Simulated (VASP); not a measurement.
Here is a VASP 6.6.1 calculation.

File INCAR:

```
SYSTEM = ZnS
ALGO = Normal ; EDIFF = 1E-7
ENCUT = 520 ; GGA = PE
ISIF = 2 ; ISMEAR = -1
LASPH = .True. ; LCHARG = .False.
LREAL = .False. ; LWAVE = .False.
NBANDS = 26 ; NELM = 80
PREC = Accurate ; SIGMA = 0.05
```

The input KPOINTS:

```
k-points
0
Gamma
  10 10 6
  0 0 0
```

POSCAR

```
ZnS
1.0
    3.6782629023      0.0000000000      0.0000000000
   -1.8391314512      3.1854691152      0.0000000000
    0.0000000000      0.0000000000      6.0639073800
Zn S
2 2
Direct
    0.3333333333      0.6666666667      0.0016974233
    0.6666666667      0.3333333333      0.5016974233
    0.3333333333      0.6666666667      0.3743025767
    0.6666666667      0.3333333333      0.8743025767
```

Potentials or basis: VASP PAW PBE potentials, release 64 (Zn, S).

Run with:

```console
$ cat potpaw_PBE.64/Zn/POTCAR potpaw_PBE.64/S/POTCAR > POTCAR
$ mpirun -np 1 vasp_std > vasp.out
```

(1) What does it give for the pressure?

(2) Estimate the band gap on the k mesh.

Answers

(1) 11.9 GPa.

(2) 2.65 eV.

Caveat: the cell stands under pressure.
